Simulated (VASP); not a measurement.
Pd, 4 atoms in the cell. Symmetry: P6_3/mmc, No. 194, hexagonal system. Conventional cell: a = 2.806 Å, b = 2.806 Å, c = 9.279 Å, α = 90.00°, β = 90.00°, γ = 120.00°. Pd (site symmetry -3m) has 12 Pd at 2.81 to 2.83 Å within 3.7 Å. Pd (site symmetry -6m2) has 12 Pd at 2.81 to 2.83 Å within 3.7 Å. This isn't the form of Pd at room conditions, which is fcc.

```yaml
Program: VASP 6.6.1
Task: single point
Functional: RPBE
Potentials_or_basis: VASP PAW PBE potentials, release 64 (Pd)
Cutoff: 500 eV
k_mesh: 17 × 17 × 5
Occupations: fermi-dirac, width 0.05 eV
Spin: collinear spin
Starting_moments: "[0.5, 0.5, -0.5, -0.5] μB"
Dipole_correction: no
Further_INCAR_settings: ALGO = Normal; EDIFF = 1e-06; NBANDS = 32
```

Potentials or basis: VASP PAW PBE potentials, release 64 (Pd).

Run with:

```console
$ cat potpaw_PBE.64/Pd/POTCAR > POTCAR
$ mpirun -np 1 vasp_std > vasp.out
```

Hardware: 1 thread of Intel Xeon 8259CL (shared host).

Question: How long does it take, and how much memory?

Answer: It took 4.3 min on 1 thread of Intel Xeon 8259CL, on a shared host, peak memory 0.37 GiB. Counts: scf iterations 15, k points 99.
